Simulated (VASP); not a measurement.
# B3N2 (P3m1) in VASP: notebook

B3N2 is run at these levels: PBE; tasks: single point, relaxation of cell and atoms.

Everything below comes from runs of VASP 6.6.1. Logs are shortened: lines on timing, memory, paths and dates and some standing lists are left out, and cuts for length are marked.

**1. The cell of the first run**

It takes space group P3m1 (No. 156, trigonal). The conventional cell has a = 3.583 Å, b = 3.583 Å, c = 4.120 Å, α = 90.00°, β = 90.00°, γ = 120.00°. B (site symmetry m) has 2 B at 1.43 Å and 3 N at 1.74 to 1.90 Å within 2.0 Å. N (site symmetry 3m) has 3 B at 1.74 Å within 2.3 Å. N (site symmetry 3m) has 6 B at 1.90 Å within 2.5 Å.

The cell was built from a structure type or drawn by symmetry, and may not be a known phase.

**2. Single point, PBE**

The input, INCAR:

```
  ALGO = Normal
  EDIFF = 1E-6
  ENCUT = 520
  GGA = PE
  ISIF = 2
  ISMEAR = 0
  LASPH = T
  LCHARG = F
  LREAL = F
  LWAVE = F
  NBANDS = 18
  NELM = 80
  PREC = Accurate
  SIGMA = 0.1
```

The input, KPOINTS:

```
k-points
0
Gamma
  6 6 4
```

The input, POSCAR:

```
B3N2
1.0
    3.5825574500      0.0000000000      0.0000000000
   -1.7912787300      3.1025857600      0.0000000000
    0.0000000000      0.0000000000      4.1200296700
B N
3 2
Direct
    0.5340607000      0.4659393000      0.9258215200
    0.5340607000      0.0681214000      0.9258215200
    0.9318786000      0.4659393000      0.9258215200
    0.3333333300      0.6666666700      0.2208499200
    0.0000000000      0.0000000000      0.7776070600
```

Potentials or basis: VASP PAW PBE potentials, release 64 (B, N).

On the command line:

```console
$ cat potpaw_PBE.64/B/POTCAR potpaw_PBE.64/N/POTCAR > POTCAR
$ mpirun -np 1 vasp_std > vasp.out
```

OUTCAR:

```text
EDIFF = 1E-6
   ENCUT = 520
   GGA = PE
   ISIF = 2
   ISMEAR = 0
   LASPH = T
   LREAL = F
   NELM = 80
   PREC = Accurate

 ion  position               nearest neighbor table
   1  0.534  0.466  0.926-   3 1.43   2 1.43   4 1.74   5 1.90   5 1.90   3 2.16   2 2.16
   2  0.534  0.068  0.926-   3 1.43   1 1.43   4 1.74   5 1.90   5 1.90   3 2.16   1 2.16
   3  0.932  0.466  0.926-   2 1.43   1 1.43   4 1.74   5 1.90   5 1.90   2 2.16   1 2.16
   4  0.333  0.667  0.221-   3 1.74   2 1.74   1 1.74
   5  0.000  0.000  0.778-   1 1.90   1 1.90   2 1.90   3 1.90   2 1.90   3 1.90

  LATTYP: Found a hexagonal cell.
 ALAT       =     3.5825574500
 C/A-ratio  =     1.1500247316

  Lattice vectors:

 A1 = (   3.5825574500,   0.0000000000,   0.0000000000)
 A2 = (  -1.7912787300,   3.1025857600,   0.0000000000)
 A3 = (   0.0000000000,   0.0000000000,   4.1200296700)

Analysis of symmetry for initial positions (statically):
=====================================================================
 Subroutine PRICEL returns:
 Original cell was already a primitive cell.

 Routine SETGRP: Setting up the symmetry group for a
 hexagonal supercell.

 Subroutine GETGRP returns: Found  6 space group operations
 (whereof  6 operations were pure point group operations)
 out of a pool of 24 trial point group operations.

The static configuration has the point symmetry C_3v.

Analysis of symmetry for dynamics (positions and initial velocities):
=====================================================================
 Subroutine PRICEL returns:
 Original cell was already a primitive cell.

 Routine SETGRP: Setting up the symmetry group for a
 hexagonal supercell.

 Subroutine GETGRP returns: Found  6 space group operations
 (whereof  6 operations were pure point group operations)
 out of a pool of 24 trial point group operations.

The dynamic configuration has the point symmetry C_3v.

 Subroutine INISYM returns: Found  6 space group operations
 (whereof  6 operations are pure point group operations),
 and found     1 'primitive' translations

----------------------------------------------------------------------------------------

                                     Primitive cell

  volume of cell :      45.7949
[... 92 lines left out ...]
   ENCUT  =  520.0 eV  38.22 Ry    6.18 a.u.   6.66  6.66  7.66*2*pi/ulx,y,z
   NELM   =     80;   NELMIN=  2; NELMDL= -5     # of ELM steps
   EDIFF  = 0.1E-05   stopping-criterion for ELM
   LREAL  =      F    real-space projection
   EDIFFG = 0.1E-04   stopping-criterion for IOM
   NSW    =      0    number of steps for IOM
   IBRION =     -1    ionic relax: 0-MD 1-quasi-New 2-CG
   NFREE  =      0    steps in history (QN), initial steepest desc. (CG)
   ISIF   =      2    stress and relaxation
   ISYM   =      2    0-nonsym 1-usesym 2-fastsym
   POTIM  = 0.5000    time-step for ionic-motion
   TEBEG  =    0.0;   TEEND  =   0.0 temperature during run
   PSTRESS=    0.0 pullay stress
   NELECT =      19.0000    total number of electrons
   NUPDOWN=      -1.0000    fix difference up-down
   EMIN   =  10.00;   EMAX   =-10.00  energy-range for DOS
   EFERMI =   0.00;   METHOD = LEGACY
   ISMEAR =     0;   SIGMA  =   0.10  broadening in eV -4-tet -1-fermi 0-gaus
   EFERMI_NEDOS =   21; number of points for ismear=-14 and -15
   IALGO  =     38    algorithm
   IMIX   =      4    mixing-type and parameters
     AMIX     =   0.40;   BMIX     =  1.00
     AMIX_MAG =   1.60;   BMIX_MAG =  1.00
  volume/ion in A,a.u.               =       9.16        61.81
  Fermi-wavevector in a.u.,A,eV,Ry     =   1.221013  2.307380 20.284553  1.490873
  Thomas-Fermi vector in A             =   2.356210
   LORBIT       =      0    0 simple, 1 ext, 2 COOP (PROOUT), +10 PAW based schemes
   GGA     = PE    functional components
   LHFCALC =     F    Hartree Fock is set to
   AEXX    =    0.0000 exact exchange contribution
   IVDW    =     0    specifies the selected vdW correction
   LEPSILON=     F    determine dielectric tensor
   LRPA    =     F    only Hartree local field effects (RPA)
 non-spin polarized calculation
 Gauss-broadening in eV      SIGMA  =   0.10
  energy-cutoff  :      520.00
  volume of cell :       45.79
 maximum number of plane-waves:      1264
 NGX is ok and might be reduce to    28
   NGX = 13   NGY = 13   NGZ = 15

 number of electron      19.0000001 magnetization

 Free energy of the ion-electron system (eV)
  ---------------------------------------------------
  ext. energy  EPLUGINS =         0.00000000
  ---------------------------------------------------
  free energy    TOTEN  =       -28.57920507 eV

  energy without entropy =      -28.57769355  energy(sigma->0) =      -28.57844931

 E-fermi :   3.7342     XC(G=0): -10.2680

 val. band max:        3.6266435610   @ k =   0.3333   0.0000   0.2500
 cond. band min:       3.8415178138   @ k =   0.3333   0.0000   0.5000
 fundamental gap:      0.2148742527
 Fermi energy:         3.7342451604

 k-point     1 :       0.0000    0.0000    0.0000
  band No.  band energies     occupation
      1     -14.9522      2.00000
      2     -10.5308      2.00000
      3      -7.0422      2.00000
      4      -3.9851      2.00000
      5      -3.9851      2.00000
      6      -1.5059      2.00000
[... 481 lines left out ...]
      5      -2.2254      2.00000
      6      -2.0943      2.00000
[... 10 lines left out ...]
     17      14.1551      0.00000
     18      14.1706      0.00000

------------------------ aborting loop because EDIFF is reached ----------------------------------------

  FORCE on cell =-STRESS in cart. coord.  units (eV):
  Direction    XX          YY          ZZ          XY          YZ          ZX
  --------------------------------------------------------------------------------------
  -------------------------------------------------------------------------------------
  Total        7.9967403      7.9967403     -8.1426631     -0.0000000     -0.0000000      0.0000000
  in kB      279.7733059    279.7733055   -284.8785488     -0.0000005     -0.0000000      0.0000000
  external PRESSURE =      91.5560209 kB  Pullay stress =       0.0000000 kB

 VOLUME and BASIS-vectors are now :
 -----------------------------------------------------------------------------
  energy-cutoff  :      520.00
  volume of cell :       45.79
      direct lattice vectors                 reciprocal lattice vectors
     3.582557450  0.000000000  0.000000000     0.279130206  0.161155900  0.000000000
    -1.791278730  3.102585760  0.000000000     0.000000000  0.322311800  0.000000000
     0.000000000  0.000000000  4.120029670     0.000000000  0.000000000  0.242716699

 POSITION                                       TOTAL-FORCE (eV/Angst)
 -----------------------------------------------------------------------------------
      1.07868      1.44562      3.81441       -11.465476      6.619596      2.540826
      1.79128      0.21135      3.81441         0.000000    -13.239192      2.540826
      2.50388      1.44562      3.81441        11.465476      6.619596      2.540826
     -0.00000      2.06839      0.90991         0.000000      0.000000     -7.269650
      0.00000      0.00000      3.20376         0.000000      0.000000     -0.352829
 -----------------------------------------------------------------------------------
    total drift:                                0.000013     -0.000007     -0.001479

  FREE ENERGIE OF THE ION-ELECTRON SYSTEM (eV)
  ---------------------------------------------------
  free  energy   TOTEN  =       -28.5792050676 eV

  energy  without entropy=      -28.5776935533  energy(sigma->0) =      -28.57844931
```

It took 8 s on 1 thread of Intel Xeon 6975P-C (Granite Rapids), shared host; peak memory 0.15 GiB.

Results:

* Free energy: -28.5792 eV
* Pressure: 9.2 GPa
* Largest force: 13.481 eV/Å
* Band gap on the k mesh: zero (an odd number of electrons rules out a gap without spin polarisation)

Forces on the atoms (eV/Å):
```
B   -11.465   6.620   2.541
B     0.000 -13.239   2.541
B    11.465   6.620   2.541
N     0.000   0.000  -7.270
N     0.000   0.000  -0.353
```

Levels at points of the mesh, in eV from the Fermi level:
```
           k point  band 7  band 8  band 9  band 10  band 11  band 12  band 13  band 14
(0.00, 0.00, 0.00)   -3.70   -3.32   -3.32    -0.18     2.50     2.50     3.71     4.94
(0.50, 0.00, 0.00)   -3.70   -2.59   -2.29     0.25     2.07     2.87     3.69     7.13
(0.00, 0.00, 0.50)   -3.50   -3.22   -3.22    -0.59     2.01     2.01     4.58     4.58
(0.50, 0.00, 0.50)   -2.95   -2.92   -1.85     0.98     2.89     2.94     3.60     6.87
```

Caveat: the k points lie up to 0.38 Å⁻¹ apart, too coarse for converged energies and pressures of a metal; forces of over 1 eV/Å act on the atoms, so gaps and moduli don't describe the material at rest.

**3. Single point, PBE**

This run uses another cell than the first one, of 10.52 Å³/atom.

The input, INCAR:

```
PREC = Accurate
ENCUT = 520
EDIFF = 1E-7
ISMEAR = 0
SIGMA = 0.1
LREAL = False
LASPH = True
NELM = 60
ALGO = Normal
ISIF = 2
LWAVE = False
LCHARG = False
GGA = PE
NBANDS = 18
```

The input, KPOINTS:

```
Automatic mesh
0
Gamma
  6 6 4
```

The input, POSCAR:

```
B3N2
1.0
    3.7027617562      0.0000000030      0.0000000000
   -1.8513808807      3.2066857435      0.0000000000
    0.0000000000      0.0000000000      4.4300446060
B N
3 2
Direct
    0.5162161658      0.4837838342      0.9481813290
    0.5162161658      0.0324323316      0.9481813290
    0.9675676684      0.4837838342      0.9481813290
    0.3333333333      0.6666666667      0.1393747855
    0.0000000000      0.0000000000      0.7920027675
```

Potentials or basis: VASP PAW PBE potentials, release 64 (B, N).

On the command line:

```console
$ cat potpaw_PBE.64/B/POTCAR potpaw_PBE.64/N/POTCAR > POTCAR
$ mpirun -np 1 vasp_std > vasp.out
```

Run time: 12 s. Hardware: 1 thread of Intel Xeon 6975P-C (Granite Rapids), shared host; peak memory 0.16 GiB.

It converged, with:

- Free energy: -32.5605 eV
- Pressure: 0.3 GPa
- Largest force: 0.060 eV/Å
- Band gap on the k mesh: zero (an odd number of electrons rules out a gap without spin polarisation)

Forces on the atoms (eV/Å):
```
B    0.050 -0.029 -0.015
B    0.000  0.058 -0.015
B   -0.050 -0.029 -0.015
N    0.000  0.000  0.045
N    0.000  0.000 -0.001
```

Stress tensor (GPa, compression positive):
```
0.24 0.00 0.00
0.00 0.24 0.00
0.00 0.00 0.34
```

Levels at points of the mesh, in eV from the Fermi level:
| k point | band 6 | band 7 | band 8 | band 9 | band 10 | band 11 | band 12 | band 13 |
| --- | --- | --- | --- | --- | --- | --- | --- | --- |
| (0.00, 0.00, 0.00) | -5.96 | -5.71 | -5.71 | -3.44 | 0.26 | 1.87 | 1.87 | 3.76 |
| (0.50, 0.00, 0.00) | -6.96 | -4.72 | -3.26 | -2.75 | 0.27 | 2.43 | 2.54 | 3.85 |
| (0.00, 0.00, 0.50) | -6.21 | -5.71 | -5.71 | -2.88 | 0.23 | 1.76 | 1.76 | 3.55 |
| (0.50, 0.00, 0.50) | -7.33 | -4.83 | -2.83 | -2.73 | 0.25 | 2.46 | 3.04 | 3.88 |

Caveat: this functional lacks dispersion, which binds the layers, so the pressure and a relaxed spacing across them are unreliable.

**4. Relaxation of cell and atoms, PBE**

The input, INCAR:

```
ALGO = Normal
EDIFF = 1E-6
EDIFFG = -0.04
ENCUT = 600
GGA = PE
IBRION = 2
ISIF = 3
ISMEAR = 0
LASPH = True
LCHARG = False
LREAL = False
LWAVE = False
NELM = 100
NSW = 90
PREC = Accurate
SIGMA = 0.1
```

The input, KPOINTS:

```
k-points
0
Gamma
  6 6 4
```

The input, POSCAR:

```
B3N2
1.0
    3.5825574500      0.0000000000      0.0000000000
   -1.7912787300      3.1025857600      0.0000000000
    0.0000000000      0.0000000000      4.1200296700
B N
3 2
Direct
    0.5340607000      0.4659393000      0.9258215200
    0.5340607000      0.0681214000      0.9258215200
    0.9318786000      0.4659393000      0.9258215200
    0.3333333300      0.6666666700      0.2208499200
    0.0000000000      0.0000000000      0.7776070600
```

On the command line:

```console
$ cat potpaw_PBE.64/B/POTCAR potpaw_PBE.64/N/POTCAR > POTCAR
$ mpirun -np 1 vasp_std > vasp.out
```

It took 2.8 min on 1 thread of Intel Xeon 6975P-C (Granite Rapids), shared host; peak memory 0.18 GiB.

Results (log left out):

```
Free energy                           : -32.5889 eV
Relaxed volume                        : 10.64 Å³/atom
Relaxed cell                          : a = 3.588 Å, b = 3.588 Å, c = 4.774 Å, α = 90.00°, β = 90.00°, γ = 120.00°
Space group after relaxing (to 0.1 Å) : P3m1 (No. 156)
Pressure after relaxing               : 0.0 GPa
Largest force after relaxing          : 0.028 eV/Å
Band gap on the k mesh                : zero (an odd number of electrons rules out a gap without spin polarisation)
```

Forces on the atoms (eV/Å):
```
B    0.023 -0.013 -0.007
B    0.000  0.027 -0.007
B   -0.023 -0.013 -0.007
N    0.000  0.000  0.019
N    0.000  0.000  0.000
```

Stress tensor (GPa, compression positive):
```
-0.10  0.00  0.00
 0.00 -0.10  0.00
 0.00  0.00  0.06
```

Final structure:
```cif
data_structure
_symmetry_space_group_name_H-M 'P 1'
_symmetry_Int_Tables_number 1
_cell_length_a 3.5877
_cell_length_b 3.5877
_cell_length_c 4.7739
_cell_angle_alpha 90.000
_cell_angle_beta 90.000
_cell_angle_gamma 120.000
_cell_volume 53.21
loop_
_atom_site_label
_atom_site_type_symbol
_atom_site_fract_x
_atom_site_fract_y
_atom_site_fract_z
_atom_site_occupancy
B1 B 0.50757 0.49243 0.94398 1
B2 B 0.50757 0.01513 0.94398 1
B3 B 0.98487 0.49243 0.94398 1
N1 N 0.33333 0.66667 0.15349 1
N2 N 0.00000 0.00000 0.79049 1
```

Levels at points of the mesh, in eV from the Fermi level:
| k point | band 6 | band 7 | band 8 | band 9 | band 10 | band 11 | band 12 | band 13 |
| --- | --- | --- | --- | --- | --- | --- | --- | --- |
| (0.00, 0.00, 0.00) | -6.11 | -5.14 | -5.14 | -3.49 | -0.20 | 2.18 | 2.18 | 3.85 |
| (0.50, 0.00, 0.00) | -7.07 | -4.56 | -3.50 | -2.58 | 0.78 | 2.41 | 3.22 | 4.95 |
| (0.00, 0.00, 0.50) | -6.09 | -5.14 | -5.14 | -3.05 | -0.45 | 2.12 | 2.12 | 3.76 |
| (0.50, 0.00, 0.50) | -7.25 | -4.63 | -3.08 | -2.45 | 0.85 | 2.57 | 3.20 | 4.92 |

Caveat: the k points lie up to 0.34 Å⁻¹ apart in the final cell, too coarse for converged energies and pressures of a metal; the volume moved by over 15 % at a fixed basis, so the end points are rough; this functional lacks dispersion, which binds the layers, so the pressure and a relaxed spacing across them are unreliable.

**5. Single point, PBE, collinear spin, ferromagnetic start**

This run uses another cell than the first one, of 10.52 Å³/atom.

The input, INCAR:

```
PREC     = Accurate       # precision mode
ENCUT    = 520            # plane-wave cutoff, eV
EDIFF    = 1E-6           # SCF threshold, eV
ISMEAR   = 0              # smearing method
SIGMA    = 0.1            # smearing width, eV
LREAL    = False          # projectors in reciprocal space
LASPH    = True           # aspherical terms in the spheres
NELM     = 150            # most SCF steps
ALGO     = Normal         # electronic algorithm
ISIF     = 2              # what is computed and relaxed
LWAVE    = False          # write WAVECAR
LCHARG   = False          # write CHGCAR
ISPIN    = 2              # spin polarisation
MAGMOM   = 0 0 0 1 1      # initial moments
LORBIT   = 11             # projections on sites
GGA      = PE             # functional
NBANDS   = 22             # bands
```

The input, KPOINTS:

```
Automatic mesh
0
Gamma
  6 6 4
```

The input, POSCAR:

```
B3N2
1.0
    3.7027617562      0.0000000000      0.0000000000
   -1.8513808781      3.2066857450      0.0000000000
    0.0000000000      0.0000000000      4.4300446060
B N
3 2
Direct
    0.5162161658      0.4837838342      0.9481813290
    0.5162161658      0.0324323316      0.9481813290
    0.9675676684      0.4837838342      0.9481813290
    0.3333333333      0.6666666667      0.1393747855
    0.0000000000      0.0000000000      0.7920027675
```

On the command line:

```console
$ cat potpaw_PBE.64/B/POTCAR potpaw_PBE.64/N/POTCAR > POTCAR
$ mpirun -np 1 vasp_std > vasp.out
```

Wall time 23 s (1 thread of Intel Xeon 6975P-C (Granite Rapids), shared host); peak memory 0.2 GiB.

Results (log left out):

| Item | Value |
| --- | --- |
| Free energy | -32.5605 eV |
| Pressure | 0.3 GPa |
| Largest force | 0.061 eV/Å |
| Net moment | 0.00 μB per cell |
| Valence electrons inside the program's atomic spheres | B 1.96; N 3.95, 3.53 |

Forces in eV/Å, atoms in the order of the input:
```
B    0.051 -0.029 -0.015
B    0.000  0.059 -0.015
B   -0.051 -0.029 -0.015
N    0.000  0.000  0.046
N    0.000  0.000 -0.001
```

Stress tensor (GPa, compression positive):
```
0.24 0.00 0.00
0.00 0.24 0.00
0.00 0.00 0.34
```

Levels at points of the mesh, in eV from the Fermi level:
Spin up:
```tsv
k point	band 5	band 6	band 7	band 8	band 9	band 10	band 11	band 12	band 13	band 14
(0.00, 0.00, 0.00)	-8.33	-5.96	-5.71	-5.71	-3.44	0.26	1.87	1.87	3.76	3.76
(0.50, 0.00, 0.00)	-7.75	-6.96	-4.72	-3.26	-2.75	0.27	2.43	2.54	3.85	6.05
(0.00, 0.00, 0.50)	-8.31	-6.21	-5.71	-5.71	-2.88	0.23	1.76	1.76	3.55	3.55
(0.50, 0.00, 0.50)	-8.02	-7.33	-4.83	-2.83	-2.73	0.25	2.46	3.04	3.88	5.95
```
Spin down:
```
           k point  band 7  band 8  band 9  band 10  band 11  band 12
(0.00, 0.00, 0.00)   -5.71   -5.71   -3.44     0.26     1.87     1.87
(0.50, 0.00, 0.00)   -4.72   -3.26   -2.75     0.27     2.43     2.54
(0.00, 0.00, 0.50)   -5.71   -5.71   -2.88     0.23     1.76     1.76
(0.50, 0.00, 0.50)   -4.83   -2.83   -2.73     0.25     2.46     3.04
```

Caveat: this functional lacks dispersion, which binds the layers, so the pressure and a relaxed spacing across them are unreliable.

**6. Overview**

```tsv
task	spin	cell	cutoff (eV)	gap on the mesh (eV)	pressure (GPa)	largest force (eV/Å)
single point	off	a = 3.583, b = 3.583, c = 4.120 Å, angles 90.0, 90.0, 120.0°, 5 atoms, atomic positions A	520	none	9.2	13.48
single point	off	a = 3.703, b = 3.703, c = 4.430 Å, angles 90.0, 90.0, 120.0°, 5 atoms, atomic positions B	520	none	0.3	0.06
relaxation of cell and atoms	off	relaxed from a = 3.583, b = 3.583, c = 4.120 Å, angles 90.0, 90.0, 120.0°, 5 atoms, atomic positions A	600	none	0.0	0.03
single point	collinear, ferromagnetic start	a = 3.703, b = 3.703, c = 4.430 Å, angles 90.0, 90.0, 120.0°, 5 atoms, atomic positions B	520	none	0.3	0.06
```

Alike in all rows: level PBE; potentials or basis VASP PAW PBE potentials, release 64 (B, N); k mesh 6 × 6 × 4; smearing gaussian 0.1 eV.

Caveats: some runs use coarse meshes; this functional lacks dispersion, which binds the layers, so the pressure and a relaxed spacing across them are unreliable (at least some runs); forces of over 1 eV/Å act on the atoms, so gaps and moduli don't describe the material at rest (at least some runs); the volume moved by over 15 % at a fixed basis, so the end points are rough (at least some runs).

Total energies depend on the potentials used, so only differences within one code and one set of settings carry meaning.
